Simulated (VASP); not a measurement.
Here is a VASP 6.6.1 calculation.

The input INCAR:

```
SYSTEM = CdO5
PREC = Accurate ; ENCUT = 520
EDIFF = 1E-6 ; ISMEAR = 0
SIGMA = 0.1 ; LREAL = .FALSE.
LASPH = .TRUE. ; NELM = 150
ALGO = Normal ; ISIF = 2
LWAVE = .FALSE. ; LCHARG = .TRUE.
ISPIN = 2 ; MAGMOM = 0 1 1 1 1 1
LORBIT = 11 ; GGA = PE
LELF = .TRUE. ; LVHAR = .TRUE.
NBANDS = 34
```

KPOINTS

```
Automatic mesh
0
G
  4 4 4
  0 0 0
```

Contents of POSCAR:

```
CdO5
1.0
    0.0000000000      3.2639355000      3.2639355000
    3.2639355000      0.0000000000      3.2639355000
    3.2639355000      3.2639355000      0.0000000000
Cd O
1 5
Direct
    0.0000000000      0.0000000000      0.0000000000
    0.2500000000      0.2500000000      0.2500000000
    0.1250000000      0.6250000000      0.6250000000
    0.6250000000      0.6250000000      0.6250000000
    0.6250000000      0.1250000000      0.6250000000
    0.6250000000      0.6250000000      0.1250000000
```

Potentials or basis: VASP PAW PBE potentials, release 64 (Cd, O).

Command:

```bash
$ cat potpaw_PBE.64/Cd/POTCAR potpaw_PBE.64/O/POTCAR > POTCAR
$ mpirun -np 1 vasp_std > vasp.out
```

Question: Predict the net moment.

Answer: 5.36 μB per cell.

Question: Predict the pressure.

Answer: -9.3 GPa.

Question: What does it give for the site moments?

Answer: Cd -0.04; O +1.34, +0.84 (each value once) μB.

Caveat: the k points lie up to 0.42 Å⁻¹ apart.
